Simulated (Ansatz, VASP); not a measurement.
One calculation of Al, two programs

INCAR

```
SYSTEM = Al
PREC = Accurate
ENCUT = 520
EDIFF = 1E-7
ISMEAR = -1
SIGMA = 0.1
LREAL = .False.
LASPH = .True.
NELM = 60
ALGO = Normal
ISIF = 2
LWAVE = .False.
LCHARG = .False.
GGA = CA
NBANDS = 8
```

File KPOINTS:

```
Automatic mesh
0
Gamma
  15 15 15
  0 0 0
```

POSCAR

```
Al
1.0
   -1.5872409525      1.5872409525      1.5912190000
    1.5872409525     -1.5872409525      1.5912190000
    1.5951970475      1.5951970475     -1.5912190000
Al
1
Direct
    0.0000000000      0.0000000000      0.0000000000
```

Input for Ansatz:

```yaml
crystal:
  lattice:
    - [-1.5872409525, 1.5872409525, 1.591219]
    - [1.5872409525, -1.5872409525, 1.591219]
    - [1.5951970475, 1.5951970475, -1.591219]
  atoms:
    - { symbol: Al, position: [0.0, 0.0, 0.0] }
basis:
  ecutwfc: 520.0
kpoints:
  mp_grid:
    grid: [15, 15, 15]
hamiltonian:
  xc: lda
scf:
  occupations:
    method: fermi_dirac
    width: 0.1
output:
  stress: true
```

Alike in both runs: task single point; functional LDA; k mesh 15 × 15 × 15; occupations fermi-dirac, width 0.1 eV; no spin polarisation.

|  | VASP | Ansatz |
| --- | --- | --- |
| version | VASP 6.6.1 | Ansatz 0.2.0 |
| potentials or method | VASP PAW LDA potentials, release 64 (Al), cutoff 520 eV | plane waves, PAW |
| valence electrons in the cell | 3 | 3 |

|  | VASP | Ansatz | Ansatz less VASP |
| --- | --- | --- | --- |
| pressure (GPa) | 0.5 | 0.4 | -0.07 |
| traceless stress, the component that is largest in VASP (GPa) | -0.18 | -0.18 | +0.002 |

LDA's correlation is that of Perdew and Zunger in VASP and of Perdew and Wang (1992) in Ansatz.
